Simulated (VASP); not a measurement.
# KC (C2/m) in VASP: relaxation of cell and atoms with PBE

Aim: the relaxation of cell and atoms of KC with PBE.

All numbers are computed with VASP 6.6.1; they aren't measurements. Logs are shortened: lines on timing, memory, paths and dates and some standing lists are left out, and cuts for length are marked.

### Step 1. The cell of the first run

Symmetry: C2/m, No. 12, monoclinic system. Conventional cell: a = 8.755 Å, b = 6.065 Å, c = 4.780 Å, α = 90.00°, β = 122.58°, γ = 90.00°. Within 4.1 Å of K (site symmetry m) lie 8 C at 3.02 to 4.10 Å and 6 K at 3.67 to 3.87 Å. Within 1.7 Å of C (site symmetry 2) lie 1 C at 1.26 Å.

### Step 2. Relaxation of cell and atoms, PBE

INCAR reads:

```
SYSTEM = KC
PREC = Accurate
ENCUT = 600
EDIFF = 1E-6
ISMEAR = 0
SIGMA = 0.02
LREAL = .False.
LASPH = .True.
NELM = 100
ALGO = Normal
ISIF = 3
LWAVE = .False.
LCHARG = .False.
GGA = PE
IBRION = 2
NSW = 100
EDIFFG = -0.01
```

KPOINTS reads:

```
regular mesh
0
Gamma
  6 6 6
  0 0 0
```

POSCAR reads:

```
KC
1.0
    4.3773058718     -3.0323360082      0.0000000000
    4.3773058718      3.0323360082      0.0000000000
   -2.5737869779      0.0000000000      4.0276188416
K C
2 2
Direct
    0.2515497812      0.2515497812      0.2497343907
    0.7484502188      0.7484502188      0.7502656093
    0.8957185617      0.1042814383      0.5000000000
    0.1042814383      0.8957185617      0.5000000000
```

Potentials or basis: VASP PAW PBE potentials, release 64 (K_sv, C).

Started as:

```
$ cat potpaw_PBE.64/K_sv/POTCAR potpaw_PBE.64/C/POTCAR > POTCAR
$ mpirun -np 1 vasp_std > vasp.out
```

OUTCAR:

```text
SYSTEM = KC
   PREC = Accurate
   ENCUT = 600
   EDIFF = 1E-6
   ISMEAR = 0
   LREAL = .False.
   LASPH = .True.
   NELM = 100
   ISIF = 3
   GGA = PE
   IBRION = 2
   NSW = 100
   EDIFFG = -0.01

 ion  position               nearest neighbor table
   1  0.252  0.252  0.250-   2 3.67   2 3.71
   2  0.748  0.748  0.750-   1 3.67   1 3.71
   3  0.896  0.104  0.500-   4 1.26
   4  0.104  0.896  0.500-   3 1.26

  LATTYP: Found a base centered monoclinic cell.
 ALAT       =     8.7546117436
 B/A-ratio  =     0.6927402601
 C/A-ratio  =     0.5459703765
 COS(beta)  =    -0.5384763449

  Lattice vectors:

 A1 = (   4.3773058718,  -3.0323360082,   0.0000000000)
 A2 = (   4.3773058718,   3.0323360082,   0.0000000000)
 A3 = (  -2.5737869779,   0.0000000000,   4.0276188416)

Analysis of symmetry for initial positions (statically):
=====================================================================
 Subroutine PRICEL returns:
 Original cell was already a primitive cell.

 Routine SETGRP: Setting up the symmetry group for a
 base centered monoclinic supercell.

 Subroutine GETGRP returns: Found  4 space group operations
 (whereof  4 operations were pure point group operations)
 out of a pool of  4 trial point group operations.

The static configuration has the point symmetry C_2h.

Analysis of symmetry for dynamics (positions and initial velocities):
=====================================================================
 Subroutine PRICEL returns:
 Original cell was already a primitive cell.

 Routine SETGRP: Setting up the symmetry group for a
 base centered monoclinic supercell.

 Subroutine GETGRP returns: Found  4 space group operations
 (whereof  4 operations were pure point group operations)
 out of a pool of  4 trial point group operations.

The dynamic configuration has the point symmetry C_2h.

 Subroutine INISYM returns: Found  4 space group operations
 (whereof  4 operations are pure point group operations),
 and found     1 'primitive' translations

----------------------------------------------------------------------------------------

                                     Primitive cell

  volume of cell :     106.9209

  direct lattice vectors                    reciprocal lattice vectors
     4.377305872 -3.032336008  0.000000000     0.114225511 -0.164889379  0.072994031
     4.377305872  3.032336008  0.000000000     0.114225511  0.164889379  0.072994031
    -2.573786978  0.000000000  4.027618842     0.000000000  0.000000000  0.248285659

  length of vectors
     5.325022851  5.325022851  4.779758670     0.213457497  0.213457497  0.248285659

  position of ions in fractional coordinates (direct lattice)
     0.251549781  0.251549781  0.249734391
     0.748450219  0.748450219  0.750265609
     0.895718562  0.104281438  0.500000000
     0.104281438  0.895718562  0.500000000

  ion indices of the primitive-cell ions
   primitive index   ion index
                 1           1
                 2           2
                 3           3
                 4           4

----------------------------------------------------------------------------------------

 KPOINTS: regular mesh

Automatic generation of k-mesh.
 Grid dimensions read from file:
 generate k-points for:    6    6    6

 Generating k-lattice:

  Cartesian coordinates                     Fractional coordinates (reciprocal lattice)
     0.019037585 -0.027481563  0.012165672     0.166666667  0.000000000 -0.000000000
     0.019037585  0.027481563  0.012165672     0.000000000  0.166666667 -0.000000000
     0.000000000  0.000000000  0.041380943     0.000000000  0.000000000  0.166666667

  Length of vectors
     0.035576249  0.035576249  0.041380943

  Shift w.r.t. Gamma in fractional coordinates (k-lattice)
     0.000000000  0.000000000  0.000000000

 Subroutine IBZKPT returns following result:
 ===========================================

 Found     68 irreducible k-points:

 Following reciprocal coordinates:
            Coordinates               Weight
  0.000000  0.000000  0.000000      1.000000
  0.166667 -0.000000  0.000000      4.000000
  0.333333 -0.000000 -0.000000      4.000000
  0.500000 -0.000000 -0.000000      2.000000
  0.166667  0.166667  0.000000      2.000000
  0.333333  0.166667 -0.000000      4.000000
[... 16 lines left out ...]
 -0.333333  0.166667  0.166667      4.000000
 -0.166667  0.166667  0.166667      4.000000
 [... further k-points ...]
   k-points           NKPTS =     68   k-points in BZ     NKDIM =     68   number of bands    NBANDS=     17
   number of dos      NEDOS =    301   number of ions     NIONS =      4
   total plane-waves  NPLWV =  92160
   dimension x,y,z NGX =    48 NGY =   48 NGZ =   40
   dimension x,y,z NGXF=    96 NGYF=   96 NGZF=   80
   ions per type =               2   2
   NGX,Y,Z   is equivalent  to a cutoff of  14.99, 14.99, 13.91 a.u.
   NGXF,Y,Z  is equivalent  to a cutoff of  29.97, 29.97, 27.82 a.u.
 SYSTEM =  KC
   PREC   = accura    normal or accurate (medium, high low for compatibility)
   ISTART =      0    job   : 0-new  1-cont  2-samecut
   ICHARG =      2    charge: 1-file 2-atom 10-const
   ISPIN  =      1    spin polarized calculation?
   LNONCOLLINEAR =      F non collinear calculations
   LSORBIT =      F    spin-orbit coupling
   LASPH  =      T    aspherical Exc in radial PAW
   ENCUT  =  600.0 eV  44.10 Ry    6.64 a.u.  10.64 10.64  9.55*2*pi/ulx,y,z
   NELM   =    100;   NELMIN=  2; NELMDL= -5     # of ELM steps
   EDIFF  = 0.1E-05   stopping-criterion for ELM
   LREAL  =      F    real-space projection
   EDIFFG = -.1E-01   stopping-criterion for IOM
   NSW    =    100    number of steps for IOM
   IBRION =      2    ionic relax: 0-MD 1-quasi-New 2-CG
   NFREE  =      1    steps in history (QN), initial steepest desc. (CG)
   ISIF   =      3    stress and relaxation
   ISYM   =      2    0-nonsym 1-usesym 2-fastsym
   POTIM  = 0.5000    time-step for ionic-motion
   TEBEG  =    0.0;   TEEND  =   0.0 temperature during run
   PSTRESS=    0.0 pullay stress
   NELECT =      26.0000    total number of electrons
   NUPDOWN=      -1.0000    fix difference up-down
   EMIN   =  10.00;   EMAX   =-10.00  energy-range for DOS
   EFERMI =   0.00;   METHOD = LEGACY
   ISMEAR =     0;   SIGMA  =   0.02  broadening in eV -4-tet -1-fermi 0-gaus
   EFERMI_NEDOS =   21; number of points for ismear=-14 and -15
   IALGO  =     38    algorithm
   IMIX   =      4    mixing-type and parameters
     AMIX     =   0.40;   BMIX     =  1.00
     AMIX_MAG =   1.60;   BMIX_MAG =  1.00
  volume/ion in A,a.u.               =      26.73       180.38
  Fermi-wavevector in a.u.,A,eV,Ry     =   1.021829  1.930978 14.206325  1.044135
  Thomas-Fermi vector in A             =   2.155476
   LORBIT       =      0    0 simple, 1 ext, 2 COOP (PROOUT), +10 PAW based schemes
   GGA     = PE    functional components
   LHFCALC =     F    Hartree Fock is set to
   AEXX    =    0.0000 exact exchange contribution
   IVDW    =     0    specifies the selected vdW correction
   LEPSILON=     F    determine dielectric tensor
   LRPA    =     F    only Hartree local field effects (RPA)
 conjugate gradient relaxation of ions
 non-spin polarized calculation
 Gauss-broadening in eV      SIGMA  =   0.02
  energy-cutoff  :      600.00
  volume of cell :      106.92
 maximum number of plane-waves:      3588
 NGX is ok and might be reduce to    48
   NGX = 21   NGY = 21   NGZ = 19

--------------------------------------- Ionic step        1  -------------------------------------------

 number of electron      26.0000000 magnetization

 Free energy of the ion-electron system (eV)
  ---------------------------------------------------
  ext. energy  EPLUGINS =         0.00000000
  ---------------------------------------------------
  free energy    TOTEN  =       -19.58022135 eV

  energy without entropy =      -19.58022135  energy(sigma->0) =      -19.58022135

------------------------ aborting loop because EDIFF is reached ----------------------------------------

  FORCE on cell =-STRESS in cart. coord.  units (eV):
  Direction    XX          YY          ZZ          XY          YZ          ZX
  --------------------------------------------------------------------------------------
  -------------------------------------------------------------------------------------
  Total        0.0721851      0.2185575      0.0251439      0.0000000      0.0000000     -0.0448797
  in kB        1.0816718      3.2750175      0.3767739      0.0000000      0.0000000     -0.6725091
  external PRESSURE =       1.5778210 kB  Pullay stress =       0.0000000 kB
[... 175 lines left out ...]
  energy  without entropy=      -19.5805388851  energy(sigma->0) =      -19.58053889

--------------------------------------- Ionic step        6  -------------------------------------------

 number of electron      26.0000000 magnetization

 Free energy of the ion-electron system (eV)
  ---------------------------------------------------
  ext. energy  EPLUGINS =         0.00000000
  ---------------------------------------------------
  free energy    TOTEN  =       -19.58068063 eV

  energy without entropy =      -19.58068063  energy(sigma->0) =      -19.58068063

 E-fermi :  -0.9007     XC(G=0):  -7.2034

 val. band max:       -1.0018094776   @ k =  -0.3333   0.1667   0.5000
 cond. band min:       2.2873671712   @ k =   0.5000  -0.0000   0.5000
 fundamental gap:      3.2891766488
 Fermi energy:        -0.9007097042

 k-point     1 :       0.0000    0.0000    0.0000
  band No.  band energies     occupation
      1     -30.0971      2.00000
      2     -30.0357      2.00000
      3     -13.7379      2.00000
      4     -13.6993      2.00000
      5     -13.6179      2.00000
      6     -13.5257      2.00000
[... 9 lines left out ...]
     16       4.1612      0.00000
     17       5.1060      0.00000
[... 443 lines left out ...]
      1     -30.0852      2.00000
      2     -30.0464      2.00000
      3     -13.7839      2.00000
      4     -13.6756      2.00000
      5     -13.6567      2.00000
      6     -13.5575      2.00000
[... 9 lines left out ...]
     16       4.1713      0.00000
     17       5.2850      0.00000

 [... further k-points ...]

------------------------ aborting loop because EDIFF is reached ----------------------------------------

  FORCE on cell =-STRESS in cart. coord.  units (eV):
  Direction    XX          YY          ZZ          XY          YZ          ZX
  --------------------------------------------------------------------------------------
  -------------------------------------------------------------------------------------
  Total       -0.0005901     -0.0211444     -0.0182765      0.0000000      0.0000000     -0.0210668
  in kB       -0.0088054     -0.3155029     -0.2727108      0.0000000      0.0000000     -0.3143451
  external PRESSURE =      -0.1990064 kB  Pullay stress =       0.0000000 kB
[... 19 lines left out ...]
  FREE ENERGIE OF THE ION-ELECTRON SYSTEM (eV)
  ---------------------------------------------------
  free  energy   TOTEN  =       -19.5806806311 eV

  energy  without entropy=      -19.5806806311  energy(sigma->0) =      -19.58068063

 reached required accuracy - stopping structural energy minimisation
```

Wall time 7.6 min (1 thread of Intel Xeon Platinum 8259CL at 2.50GHz (Skylake/Cascade Lake), shared host); peak memory 0.39 GiB.

Results:

| Item | Value |
| --- | --- |
| Free energy | -19.5807 eV |
| Relaxed volume | 26.84 Å³/atom |
| Relaxed cell | a = 5.336 Å, b = 5.336 Å, c = 4.796 Å, α = 116.45°, β = 116.45°, γ = 69.26° |
| Space group after relaxing (to 0.1 Å) | Immm (No. 71) |
| Energy gained by relaxing | 0.1 meV/atom |
| Ionic steps | 6 |
| Pressure after relaxing | 0.0 GPa |
| Largest force after relaxing | 0.007 eV/Å |
| Band gap on the k mesh | 3.29 eV |

Forces in eV/Å, atoms in the order of the input:
```
K   -0.007  0.000  0.003
K    0.007  0.000 -0.003
C    0.000  0.006  0.000
C    0.000 -0.006  0.000
```

Step by step:
| step | energy change (eV) | largest force (eV/Å) | pressure (GPa) | volume (Å³) |
| --- | --- | --- | --- | --- |
| 1 | 0.0000 | 0.1772 | 0.16 | 106.92 |
| 2 | 0.0112 | 1.2546 | -0.75 | 107.33 |
| 3 | -0.0002 | 0.0064 | 0.04 | 106.97 |
| 4 | -0.0002 | 0.0041 | 0.04 | 106.97 |
| 5 | -0.0003 | 0.0029 | 0.03 | 107.07 |
| 6 | -0.0005 | 0.0074 | -0.02 | 107.37 |

Final structure:
```xyz
4
Lattice="4.3907 -3.0326 -0.0080 4.3907 3.0326 -0.0080 -2.5890 0.0000 4.0367" Properties=species:S:1:pos:R:3 pbc="T T T"
K     1.5625    0.0000    1.0045
K     4.6299    0.0000    3.0162
C     3.0962   -2.3990    2.0104
C     3.0962    2.3990    2.0104
```
